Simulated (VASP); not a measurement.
Runs of VASP 6.6.1 on TiC. The structure is that of space group Fm-3m (No. 225), or close to it. The cells are those of the table. 

```tsv
cell	k mesh	smearing	gap on the mesh (eV)	pressure (GPa)
a = 3.063 Å, angles 60.0°, 2 atoms	12 × 12 × 12	fermi-dirac 0.15 eV	none	(a)
a = 3.113 Å, angles 60.0°, 2 atoms	16 × 16 × 16	fermi-dirac 0.15 eV	none	-10.7
a = 3.006 Å, angles 60.0°, 2 atoms	8 × 8 × 8	gaussian 0.05 eV	none	(b)
a = 3.063 Å, angles 60.0°, 2 atoms	6 × 6 × 6	gaussian 0.05 eV	none	0.3
a = 3.125 Å, angles 60.0°, 2 atoms	6 × 6 × 6	gaussian 0.05 eV	none	-13.1
```

Alike in all rows: task single point; level PBE; potentials or basis VASP PAW PBE potentials, release 64 (Ti_sv, C); no spin polarisation; cutoff (eV) 600.

Problem. Fill in the values left out.

Solution. (a) 0.4; (b) 16.2.

Caveats: some runs use coarse meshes.

A gap of «none» marks levels without a gap at the run's occupations.
